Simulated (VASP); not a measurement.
# Se (P4/mmm) in VASP: a series of runs

Runs on Se. Level: PBE. Tasks: single point, relaxation of cell and atoms.

Everything below comes from runs of VASP 6.6.1. Logs are shortened: lines on timing, memory, paths and dates and some standing lists are left out, and cuts for length are marked.

**1. The cell of the first run**

The structure is tetragonal, space group P4/mmm (No. 123). Conventional cell: a = 2.635 Å, b = 2.635 Å, c = 4.355 Å, α = 90.00°, β = 90.00°, γ = 90.00°. Within 3.5 Å of Se (site symmetry 4/mmm) lie 4 Se at 2.63 Å.

**2. Single point, PBE**

Input file INCAR:

```
SYSTEM = Se
ALGO = Normal ; EDIFF = 1E-6
ENCUT = 520 ; GGA = PE
ISIF = 2 ; ISMEAR = 0
LASPH = .TRUE. ; LCHARG = .TRUE.
LELF = .TRUE. ; LREAL = .FALSE.
LVHAR = .TRUE. ; LWAVE = .FALSE.
NBANDS = 9 ; NELM = 100
PREC = Accurate ; SIGMA = 0.1
```

Input file KPOINTS:

```
k-points
0
G
  20 20 14
  0 0 0
```

Input file POSCAR:

```
Se
1.0
    2.6349659243      0.0000000000      0.0000000000
    0.0000000000      2.6349659243      0.0000000000
    0.0000000000      0.0000000000      4.3548741541
Se
1
Direct
    0.5000000000      0.5000000000      0.0000000000
```

Potentials or basis: VASP PAW PBE potentials, release 64 (Se).

On the command line:

```bash
$ cat potpaw_PBE.64/Se/POTCAR > POTCAR
$ mpirun -np 1 vasp_std > vasp.out
```

OUTCAR:

```text
SYSTEM = Se
   EDIFF = 1E-6
   ENCUT = 520
   GGA = PE
   ISIF = 2
   ISMEAR = 0
   LASPH = .TRUE.
   LREAL = .FALSE.
   NELM = 100
   PREC = Accurate

 ion  position               nearest neighbor table
   1  0.500  0.500  0.000-

  LATTYP: Found a simple tetragonal cell.
 ALAT       =     2.6349659243
 C/A-ratio  =     1.6527250368

  Lattice vectors:

 A1 = (   2.6349659243,   0.0000000000,   0.0000000000)
 A2 = (   0.0000000000,   2.6349659243,   0.0000000000)
 A3 = (   0.0000000000,   0.0000000000,   4.3548741541)

Analysis of symmetry for initial positions (statically):
=====================================================================
 Subroutine PRICEL returns:
 Original cell was already a primitive cell.

 Routine SETGRP: Setting up the symmetry group for a
 simple tetragonal supercell.

 Subroutine GETGRP returns: Found 16 space group operations
 (whereof 16 operations were pure point group operations)
 out of a pool of 16 trial point group operations.

The static configuration has the point symmetry D_4h.

Analysis of symmetry for dynamics (positions and initial velocities):
=====================================================================
 Subroutine PRICEL returns:
 Original cell was already a primitive cell.

 Routine SETGRP: Setting up the symmetry group for a
 simple tetragonal supercell.

 Subroutine GETGRP returns: Found 16 space group operations
 (whereof 16 operations were pure point group operations)
 out of a pool of 16 trial point group operations.

The dynamic configuration has the point symmetry D_4h.

 Subroutine INISYM returns: Found 16 space group operations
 (whereof 16 operations are pure point group operations),
 and found     1 'primitive' translations

----------------------------------------------------------------------------------------

                                     Primitive cell

  volume of cell :      30.2361

  direct lattice vectors                    reciprocal lattice vectors
     2.634965924  0.000000000  0.000000000     0.379511549  0.000000000  0.000000000
     0.000000000  2.634965924  0.000000000     0.000000000  0.379511549  0.000000000
     0.000000000  0.000000000  4.354874154     0.000000000  0.000000000  0.229627761

  length of vectors
     2.634965924  2.634965924  4.354874154     0.379511549  0.379511549  0.229627761

  position of ions in fractional coordinates (direct lattice)
     0.500000000  0.500000000  0.000000000

[... 73 lines left out ...]
   ENCUT  =  520.0 eV  38.22 Ry    6.18 a.u.   4.90  4.90  8.10*2*pi/ulx,y,z
   NELM   =    100;   NELMIN=  2; NELMDL= -5     # of ELM steps
   EDIFF  = 0.1E-05   stopping-criterion for ELM
   LREAL  =      F    real-space projection
   EDIFFG = 0.1E-04   stopping-criterion for IOM
   NSW    =      0    number of steps for IOM
   IBRION =     -1    ionic relax: 0-MD 1-quasi-New 2-CG
   NFREE  =      0    steps in history (QN), initial steepest desc. (CG)
   ISIF   =      2    stress and relaxation
   ISYM   =      2    0-nonsym 1-usesym 2-fastsym
   POTIM  = 0.5000    time-step for ionic-motion
   TEBEG  =    0.0;   TEEND  =   0.0 temperature during run
   PSTRESS=    0.0 pullay stress
   NELECT =       6.0000    total number of electrons
   NUPDOWN=      -1.0000    fix difference up-down
   EMIN   =  10.00;   EMAX   =-10.00  energy-range for DOS
   EFERMI =   0.00;   METHOD = LEGACY
   ISMEAR =     0;   SIGMA  =   0.10  broadening in eV -4-tet -1-fermi 0-gaus
   EFERMI_NEDOS =   21; number of points for ismear=-14 and -15
   IALGO  =     38    algorithm
   IMIX   =      4    mixing-type and parameters
     AMIX     =   0.40;   BMIX     =  1.00
     AMIX_MAG =   1.60;   BMIX_MAG =  1.00
  volume/ion in A,a.u.               =      30.24       204.04
  Fermi-wavevector in a.u.,A,eV,Ry     =   0.954883  1.804467 12.405806  0.911801
  Thomas-Fermi vector in A             =   2.083670
   LORBIT       =      0    0 simple, 1 ext, 2 COOP (PROOUT), +10 PAW based schemes
   GGA     = PE    functional components
   LHFCALC =     F    Hartree Fock is set to
   AEXX    =    0.0000 exact exchange contribution
   IVDW    =     0    specifies the selected vdW correction
   LEPSILON=     F    determine dielectric tensor
   LRPA    =     F    only Hartree local field effects (RPA)
 non-spin polarized calculation
 Gauss-broadening in eV      SIGMA  =   0.10
  energy-cutoff  :      520.00
  volume of cell :       30.24
 maximum number of plane-waves:       840
 NGX is ok and might be reduce to    20
   NGX =  9   NGY =  9   NGZ = 17

 number of electron       6.0000000 magnetization

 Free energy of the ion-electron system (eV)
  ---------------------------------------------------
  ext. energy  EPLUGINS =         0.00000000
  ---------------------------------------------------
  free energy    TOTEN  =        -3.29935705 eV

  energy without entropy =       -3.29735939  energy(sigma->0) =       -3.29835822

 E-fermi :   1.6656     XC(G=0):  -8.2130

 val. band max:        1.6549165575   @ k =   0.4500   0.2500   0.1429
 cond. band min:       1.6969446770   @ k =   0.5000   0.3000   0.3571
 fundamental gap:      0.0420281195
 Fermi energy:         1.6656347380

 k-point     1 :       0.0000    0.0000    0.0000
  band No.  band energies     occupation
      1     -13.8637      2.00000
      2      -1.6069      2.00000
      3       5.4582      0.00000
      4       5.5636      0.00000
      5       5.5636      0.00000
      6      11.3597      0.00000
      7      13.4554      0.00000
      8      19.6755      0.00000
      9      21.1818      0.00000
[... 265 lines left out ...]
 k-point    24 :       0.2000    0.1000    0.0000
  band No.  band energies     occupation
      1     -12.9554      2.00000
      2      -0.7641      2.00000
      3       0.9831      2.00000
      4       4.4387      0.00000
      5       6.5094      0.00000
      6      14.3771      0.00000
      7      14.9497      0.00000
      8      17.5679      0.00000
      9      18.5213      0.00000

 [... further k-points ...]
[... 5 lines left out ...]
  --------------------------------------------------------------------------------------
  -------------------------------------------------------------------------------------
  Total        0.0060761      0.0060761      0.0014047      0.0000000      0.0000000      0.0000000
  in kB        0.3219653      0.3219653      0.0744322      0.0000000      0.0000000      0.0000000
  external PRESSURE =       0.2394543 kB  Pullay stress =       0.0000000 kB

 VOLUME and BASIS-vectors are now :
 -----------------------------------------------------------------------------
  energy-cutoff  :      520.00
  volume of cell :       30.24
      direct lattice vectors                 reciprocal lattice vectors
     2.634965924  0.000000000  0.000000000     0.379511549  0.000000000  0.000000000
     0.000000000  2.634965924  0.000000000     0.000000000  0.379511549  0.000000000
     0.000000000  0.000000000  4.354874154     0.000000000  0.000000000  0.229627761

 POSITION                                       TOTAL-FORCE (eV/Angst)
 -----------------------------------------------------------------------------------
      1.31748      1.31748      0.00000         0.000000      0.000000      0.000000
 -----------------------------------------------------------------------------------
    total drift:                                0.000000      0.000000     -0.000000

  FREE ENERGIE OF THE ION-ELECTRON SYSTEM (eV)
  ---------------------------------------------------
  free  energy   TOTEN  =        -3.2993570458 eV

  energy  without entropy=       -3.2973593929  energy(sigma->0) =       -3.29835822
```

stdout:

```text
POSCAR found type information on POSCAR Se
 POSCAR found :  1 types and       1 ions
 scaLAPACK will be used
 LDA part: xc-table for (Slater+PW92), standard interpolation
 POSCAR, INCAR and KPOINTS ok, starting setup
 FFT: planning ... GRIDC
 FFT: planning ... GRID_SOFT
 FFT: planning ... GRID
 WAVECAR not read
 entering main loop
```

Wall time 32 s (1 thread of AMD EPYC 9R45 (Zen 5), shared host); peak memory 0.22 GiB.

What came out:

* Free energy: -3.2994 eV
* Pressure: 0.0 GPa
* Band gap on the k mesh: zero (band 3 reaches 5.60 eV, above the bottom of band 4 at 0.32 eV)

Levels at points of the mesh, in eV from the Fermi level:
| k point | band 1 | band 2 | band 3 | band 4 | band 5 | band 6 |
| --- | --- | --- | --- | --- | --- | --- |
| (0.00, 0.00, 0.00) | -15.53 | -3.27 | 3.79 | 3.90 | 3.90 | 9.69 |
| (0.50, 0.00, 0.00) | -12.52 | -6.68 | -0.71 | 5.88 | 7.11 | 8.44 |
| (0.50, 0.50, 0.00) | -9.35 | -4.26 | -4.26 | 1.59 | 4.17 | 10.57 |
| (0.00, 0.00, 0.50) | -15.46 | -4.36 | 3.94 | 3.94 | 8.91 | 9.80 |
| (0.50, 0.00, 0.50) | -12.46 | -6.58 | -1.49 | 4.85 | 5.91 | 13.38 |
| (0.50, 0.50, 0.50) | -9.30 | -4.20 | -4.20 | 1.04 | 4.42 | 8.80 |

**3. Relaxation of cell and atoms, PBE**

Input file INCAR:

```
SYSTEM = Se
PREC = Accurate
ENCUT = 600
EDIFF = 1E-6
ISMEAR = 0
SIGMA = 0.1
LREAL = .False.
LASPH = .True.
NELM = 100
ALGO = Normal
ISIF = 3
LWAVE = .False.
LCHARG = .False.
GGA = PE
IBRION = 2
NSW = 100
EDIFFG = -0.01
```

Input file KPOINTS:

```
regular mesh
0
Gamma
  20 20 14
  0 0 0
```

POSCAR is that of step 2.

Potentials or basis: VASP PAW PBE potentials, release 64 (Se).

On the command line:

```bash
$ cat potpaw_PBE.64/Se/POTCAR > POTCAR
$ mpirun -np 1 vasp_std > vasp.out
```

Wall time 46 s (1 thread of AMD EPYC 9R45 (Zen 5), shared host); peak memory 0.24 GiB.

The run converged. Its results:

| Quantity | Value |
| --- | --- |
| Free energy | -3.2994 eV |
| Pressure after relaxing | 0.0 GPa |
| Band gap on the k mesh | zero (band 3 reaches 5.60 eV, above the bottom of band 4 at 0.32 eV) |

Final structure:
```
Se
1.0
     2.63497    0.00000    0.00000
     0.00000    2.63497    0.00000
     0.00000    0.00000    4.35487
Se
1
Direct
  0.50000 0.50000 0.00000
```

Levels at points of the mesh, in eV from the Fermi level:
```tsv
k point	band 1	band 2	band 3	band 4	band 5	band 6	band 7
(0.00, 0.00, 0.00)	-15.53	-3.27	3.79	3.90	3.90	9.69	11.79
(0.50, 0.00, 0.00)	-12.52	-6.68	-0.71	5.88	7.11	8.44	9.70
(0.50, 0.50, 0.00)	-9.35	-4.26	-4.26	1.59	4.17	10.57	10.57
(0.00, 0.00, 0.50)	-15.46	-4.36	3.94	3.94	8.91	9.80	10.85
(0.50, 0.00, 0.50)	-12.46	-6.58	-1.49	4.85	5.91	13.38	13.57
(0.50, 0.50, 0.50)	-9.30	-4.20	-4.20	1.04	4.42	8.80	8.80
```

Caveat: the relaxation stopped at its first step, so nothing moved.

**4. Single point, PBE**

Input file INCAR:

```
ALGO = Normal ; EDIFF = 1E-6
ENCUT = 520 ; GGA = PE
ISIF = 2 ; ISMEAR = 0
LASPH = T ; LCHARG = F
LREAL = F ; LWAVE = F
NBANDS = 9 ; NELM = 100
PREC = Accurate ; SIGMA = 0.1
```

Input file KPOINTS:

```
k-points
0
Gamma
  20 20 14
```

POSCAR is that of step 3.

On the command line:

```bash
$ cat potpaw_PBE.64/Se/POTCAR > POTCAR
$ mpirun -np 1 vasp_std > vasp.out
```

It took 39 s on 1 thread of AMD EPYC 9R45 (Zen 5), shared host; peak memory 0.22 GiB.

It converged, with:

```
Free energy            : -3.2994 eV
Pressure               : 0.0 GPa
Band gap on the k mesh : zero (band 3 reaches 5.60 eV, above the bottom of band 4 at 0.32 eV)
```

Levels at points of the mesh, in eV from the Fermi level:
| k point | band 1 | band 2 | band 3 | band 4 | band 5 | band 6 | band 7 | band 8 |
| --- | --- | --- | --- | --- | --- | --- | --- | --- |
| (0.00, 0.00, 0.00) | -15.53 | -3.27 | 3.79 | 3.90 | 3.90 | 9.69 | 11.79 | 18.01 |
| (0.50, 0.00, 0.00) | -12.52 | -6.68 | -0.71 | 5.88 | 7.11 | 8.44 | 9.70 | 14.29 |
| (0.50, 0.50, 0.00) | -9.35 | -4.26 | -4.26 | 1.59 | 4.17 | 10.57 | 10.57 | 13.05 |
| (0.00, 0.00, 0.50) | -15.46 | -4.36 | 3.94 | 3.94 | 8.91 | 9.80 | 10.85 | 12.35 |
| (0.50, 0.00, 0.50) | -12.46 | -6.58 | -1.49 | 4.85 | 5.91 | 13.38 | 13.57 | 16.19 |
| (0.50, 0.50, 0.50) | -9.30 | -4.20 | -4.20 | 1.04 | 4.42 | 8.80 | 8.80 | 11.79 |

**5. Relaxation of cell and atoms, PBE**

This run uses another cell than the first one, of 26.23 Å³/atom, 0.867 times its volume.

Input file INCAR:

```
PREC     = Accurate       # precision mode
ENCUT    = 600            # plane-wave cutoff, eV
EDIFF    = 1E-6           # SCF threshold, eV
ISMEAR   = 0              # smearing method
SIGMA    = 0.1            # smearing width, eV
LREAL    = False          # projectors in reciprocal space
LASPH    = True           # aspherical terms in the spheres
NELM     = 100            # most SCF steps
ALGO     = Normal         # electronic algorithm
ISIF     = 3              # what is computed and relaxed
LWAVE    = False          # write WAVECAR
LCHARG   = False          # write CHGCAR
GGA      = PE             # functional
IBRION   = 2              # ionic algorithm
NSW      = 100            # ionic steps
EDIFFG   = -0.01          # ionic threshold
```

Input file KPOINTS:

```
regular mesh
0
Gamma
  20 20 14
```

Input file POSCAR:

```
Se
1.0
    2.6442398015      0.0000000000      0.0000000000
    0.0000000000      2.6442398015      0.0000000000
    0.0000000000      0.0000000000      3.7507429017
Se
1
Direct
    0.5000000000      0.5000000000      0.0000000000
```

On the command line:

```bash
$ cat potpaw_PBE.64/Se/POTCAR > POTCAR
$ mpirun -np 1 vasp_std > vasp.out
```

Run time: 4.3 min. Hardware: 1 thread of AMD EPYC 9R45 (Zen 5), shared host; peak memory 0.22 GiB.

The run converged. Its results:

| Item | Value |
| --- | --- |
| Free energy | -3.2992 eV |
| Relaxed volume | 30.44 Å³/atom |
| Relaxed cell | a = 2.635 Å, b = 2.635 Å, c = 4.384 Å, α = 90.00°, β = 90.00°, γ = 90.00° |
| Space group after relaxing (to 0.05 Å) | P4/mmm (No. 123) |
| Energy gained by relaxing | 6.5 meV/atom |
| Ionic steps | 11 |
| Pressure after relaxing | 0.0 GPa |
| Band gap on the k mesh | zero (band 3 reaches 5.56 eV, above the bottom of band 4 at 0.29 eV) |

The path:
| step | energy change (eV) | largest force (eV/Å) | pressure (GPa) | volume (Å³) |
| --- | --- | --- | --- | --- |
| 1 | 0.0000 | 0.0000 | 0.30 | 26.23 |
| 2 | -0.0002 | 0.0000 | -0.02 | 26.41 |
| 3 | -0.0002 | 0.0000 | -0.08 | 26.45 |
| 4 | -0.0004 | 0.0000 | -0.09 | 26.52 |
| 5 | -0.0011 | 0.0000 | -0.10 | 26.72 |
| 6 | -0.0025 | 0.0000 | -0.09 | 27.12 |
| 7 | -0.0046 | 0.0000 | 0.06 | 27.91 |
| 8 | -0.0060 | 0.0000 | 0.49 | 29.47 |
| 9 | -0.0062 | 0.0000 | 0.40 | 29.66 |
| 10 | -0.0065 | 0.0000 | 0.12 | 30.23 |
| 11 | -0.0065 | 0.0000 | 0.02 | 30.44 |

Final structure:
```
Se
1.0
     2.63499    0.00000    0.00000
     0.00000    2.63499    0.00000
     0.00000    0.00000    4.38368
Se
1
Cartesian
  1.3175 1.3175 0.0000
```

Levels at points of the mesh, in eV from the Fermi level:
```
           k point  band 1  band 2  band 3  band 4  band 5  band 6  band 7
(0.00, 0.00, 0.00)  -15.53   -3.30    3.78    3.90    3.90    9.70   11.79
(0.50, 0.00, 0.00)  -12.52   -6.67   -0.73    5.88    7.07    8.43    9.68
(0.50, 0.50, 0.00)   -9.35   -4.26   -4.26    1.58    4.17   10.54   10.54
(0.00, 0.00, 0.50)  -15.46   -4.34    3.94    3.94    8.80    9.79   10.73
(0.50, 0.00, 0.50)  -12.46   -6.59   -1.47    4.87    5.90   13.29   13.53
(0.50, 0.50, 0.50)   -9.30   -4.20   -4.20    1.05    4.41    8.82    8.82
```

Caveat: the volume moved by over 15 % at a fixed basis, so the end points are rough.

**6. Summary**

```tsv
task	cell	cutoff (eV)	gap on the mesh (eV)	pressure (GPa)
single point	a = 2.635, b = 2.635, c = 4.355 Å, 1 atom	520	none	0.0
relaxation of cell and atoms	relaxed from a = 2.635, b = 2.635, c = 4.355 Å, 1 atom	600	none	0.0
relaxation of cell and atoms	relaxed from a = 2.644, b = 2.644, c = 3.751 Å, 1 atom	600	none	0.0
```

Alike in all rows: level PBE; potentials or basis VASP PAW PBE potentials, release 64 (Se); no spin polarisation; k mesh 20 × 20 × 14; smearing gaussian 0.1 eV.

Caveats: the relaxation stopped at its first step, so nothing moved (some runs); the volume moved by over 15 % at a fixed basis, so the end points are rough (some runs).

Absolute energies hang on the potentials; compare differences alone.
